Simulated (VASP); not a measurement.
Ta3Cu:

```
Ta Cu
1.0
    -2.00651    2.00651    4.20817
     2.00651   -2.00651    4.20817
     2.00651    2.00651   -4.20817
Ta Cu
3 1
Direct
  0.50000 0.50000 0.00000
  0.25000 0.75000 0.50000
  0.75000 0.25000 0.50000
  0.00000 0.00000 0.00000
```

```yaml
Program: VASP 6.6.1
Task: relaxation of cell and atoms
Functional: PBEsol
Potentials_or_basis: VASP PAW PBE potentials, release 64 (Ta_pv, Cu)
Cutoff: 600 eV
k_mesh: 9 × 9 × 9
Occupations: methfessel-paxton, width 0.1 eV
Spin: no spin polarisation
```

At the start: pressure -6.0 GPa; volume 16.94 Å³/atom.

Task: Where does the relaxation end?

Result: Over 7 steps the energy falls by 10.5 meV/atom and the volume is 16.39 Å³/atom (-3.3 %); space group I4/mmm (No. 139, to 0.05 Å).

The path:
| step | energy change (eV) | largest force (eV/Å) | pressure (GPa) | volume (Å³) |
| --- | --- | --- | --- | --- |
| 1 | 0.0000 | 0.0000 | -5.97 | 67.77 |
| 2 | 0.1087 | 0.0000 | 13.20 | 61.77 |
| 3 | -0.0416 | 0.0000 | -0.23 | 65.64 |
| 4 | -0.0416 | 0.0000 | 0.03 | 65.56 |
| 5 | -0.0418 | 0.0000 | 0.11 | 65.56 |
| 6 | -0.0419 | 0.0000 | 0.11 | 65.56 |
| 7 | -0.0419 | 0.0000 | -0.05 | 65.56 |

Final structure:
```
Ta Cu
1.0
    -1.98845    1.98845    4.14506
     1.98845   -1.98845    4.14506
     1.98845    1.98845   -4.14506
Ta Cu
3 1
Cartesian
  0.0000 0.0000 4.1451
  1.9884 0.0000 2.0725
  0.0000 1.9884 2.0725
  1.9884 -1.9884 4.1451
```

Caveat: the PAW data sets were made with another functional, which shifts forces and pressure a little.
